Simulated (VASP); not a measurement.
# Pt: single point with r2SCAN

Crystal: Pt.

```
CELL_PARAMETERS angstrom
0.00000 1.95904 1.95904
1.95904 0.00000 1.95904
1.95904 1.95904 0.00000
ATOMIC_POSITIONS crystal
Pt 0.00000 0.00000 0.00000
```

| Quantity | Value |
| --- | --- |
| Program | VASP 6.6.1 |
| Task | single point |
| Functional | r2SCAN |
| Potentials or basis | VASP PAW PBE potentials, release 64 (Pt) |
| Cutoff | 520 eV |
| k mesh | 18 × 18 × 18 |
| Occupations | gaussian, width 0.1 eV |
| Spin | no spin polarisation |

| Quantity | Value |
| --- | --- |
| Pressure | 5.6 GPa |
| Band gap on the k mesh | zero (bands 5 and 6 overlap by 2.39 eV) |

Levels at points of the mesh, in eV from the Fermi level:
| k point | band 2 | band 3 | band 4 | band 5 | band 6 | band 7 | band 8 | band 9 |
| --- | --- | --- | --- | --- | --- | --- | --- | --- |
| (0.00, 0.00, 0.00) | -3.94 | -3.94 | -3.94 | -1.76 | -1.76 | 15.47 | 20.66 | 20.66 |
| (0.50, 0.00, 0.00) | -4.04 | -4.04 | -0.32 | 0.02 | 0.02 | 6.18 | 15.12 | 19.98 |
| (0.50, 0.50, 0.00) | -6.90 | -0.06 | 0.52 | 0.52 | 1.94 | 9.38 | 12.03 | 12.03 |

Wall time 3.6 min on 1 thread of Intel Xeon 8259CL, with other jobs on the host, peak memory 0.17 GiB.

Caveat: the cell stands under pressure; the PAW data sets were made with another functional, which shifts forces and pressure a little; spin-orbit coupling is left out, which moves the levels of the heavy elements.
